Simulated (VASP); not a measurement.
Mn, 2 atoms in the cell. The structure is hexagonal, space group P6_3/mmc (No. 194). The conventional cell has a = 2.486 Å, b = 2.486 Å, c = 4.016 Å, α = 90.00°, β = 90.00°, γ = 120.00°. Mn (site symmetry -6m2) has 12 Mn at 2.47 to 2.49 Å within 3.3 Å. This isn't the form of Mn at room conditions, which is a 58-atom cubic cell.

```yaml
Program: VASP 6.6.1
Task: single point
Functional: PBEsol
Potentials_or_basis: VASP PAW PBE potentials, release 64 (Mn_pv)
Cutoff: 520 eV
k_mesh: 17 × 17 × 9
Occupations: fermi-dirac, width 0.1 eV
Spin: no spin polarisation
Dipole_correction: no
Further_INCAR_settings: ALGO = Normal; EDIFF = 1e-06; NBANDS = 20
```

Potentials or basis: VASP PAW PBE potentials, release 64 (Mn_pv).

The run is started by

```sh
$ cat potpaw_PBE.64/Mn_pv/POTCAR > POTCAR
$ mpirun -np 1 vasp_std > vasp.out
```

Hardware: 1 thread of Intel Xeon 8259CL, with other jobs on the host.

**Question.** How long does it take, and how much memory?

**Answer.** It took 82 s on 1 thread of Intel Xeon 8259CL, on a shared host, peak memory 0.17 GiB. Counts: scf iterations 12, k points 165.
